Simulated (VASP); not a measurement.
A run of VASP 6.6.1:

The input POSCAR:

```
CsBr
1.0
    4.3573698842      0.0000000000      0.0000000000
    0.0000000000      4.3573698842      0.0000000000
    0.0000000000      0.0000000000      4.3573698842
Cs Br
1 1
Direct
    0.0000000000      0.0000000000      0.0000000000
    0.5000000000      0.5000000000      0.5000000000
```

File INCAR.step1:

```
SYSTEM = CsBr
ALGO = Normal
EDIFF = 1E-5
ENCUT = 400
GGA = PE
GGA_COMPAT = .FALSE.
ISIF = 2
ISMEAR = -1
LASPH = .TRUE.
LCHARG = .FALSE.
LREAL = .FALSE.
LWAVE = .TRUE.
NBANDS = 15
NELM = 120
PREC = Accurate
SIGMA = 0.02
```

INCAR.step2

```
SYSTEM = CsBr
ALGO = Normal
EDIFF = 1E-6
ENCUT = 400
GGA = PE
GGA_COMPAT = .FALSE.
HFSCREEN = 0.2079
ISIF = 2
ISMEAR = -1
ISTART = 1
LASPH = .TRUE.
LCHARG = .FALSE.
LHFCALC = .TRUE.
LREAL = .FALSE.
LWAVE = .FALSE.
NBANDS = 15
NELM = 120
PREC = Accurate
PRECFOCK = Normal
SIGMA = 0.02
```

KPOINTS

```
k-points
0
G
  4 4 4
  0 0 0
```

Potentials or basis: VASP PAW PBE potentials, release 64 (Cs_sv, Br).

Command:

```sh
$ cat potpaw_PBE.64/Cs_sv/POTCAR potpaw_PBE.64/Br/POTCAR > POTCAR
$ cp INCAR.step1 INCAR
$ mpirun -np 1 vasp_std > vasp.out
$ cp INCAR.step2 INCAR
$ mpirun -np 1 vasp_std > vasp.out
```

Hardware: 1 thread of Intel(R) Xeon(R) 6975P-C (Granite Rapids), with other jobs on the host.

Question: Estimate the wall time of this run.

Answer: Run time: 2.4 min on 1 thread of Intel(R) Xeon(R) 6975P-C (Granite Rapids), on a shared host, peak memory 0.26 GiB. Counts: k points 10.
